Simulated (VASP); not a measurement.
Write the native input for VASP 6.6.1 that does the following.

* Task: single point
* Functional: LDA
* Potentials or basis: VASP PAW LDA potentials, release 64 (Pt)
* Cutoff: 500 eV
* k mesh: 9 × 9 × 9
* Occupations: fermi-dirac, width 0.05 eV
* Spin: no spin polarisation
* Dipole correction: no
* Further INCAR settings: ALGO = Normal; EDIFF = 1e-06; NBANDS = 11

The structure of Pt lies in POSCAR:

```
Pt
1.0
    0.0000000000      1.9460551012      1.9460551012
    1.9460551012      0.0000000000      1.9460551012
    1.9460551012      1.9460551012      0.0000000000
Pt
1
Direct
    0.0000000000      0.0000000000      0.0000000000
```

The input as run:

INCAR

```
  PREC = Accurate
  ENCUT = 500
  EDIFF = 1E-6
  ISMEAR = -1
  SIGMA = 0.05
  LREAL = False
  LASPH = True
  NELM = 120
  ALGO = Normal
  ISIF = 2
  LWAVE = False
  LCHARG = False
  GGA = CA
  NBANDS = 11
  GGA_COMPAT = False
```

KPOINTS

```
Automatic mesh
0
Gamma
  9 9 9
```

Potentials or basis: VASP PAW LDA potentials, release 64 (Pt).

The run is started by

```sh
$ cat potpaw_LDA.64/Pt/POTCAR > POTCAR
$ mpirun -np 1 vasp_std > vasp.out
```

It gave:

| Item | Value |
| --- | --- |
| Pressure | 0.8 GPa |
| Band gap on the k mesh | zero (band 5 reaches 11.97 eV, above the bottom of band 6 at 9.82 eV) |

Caveat: spin-orbit coupling is left out, which moves the levels of the heavy elements.

Wall time 3.6 s on 1 thread of Intel Xeon 6975P-C (shared host), peak memory 0.12 GiB.
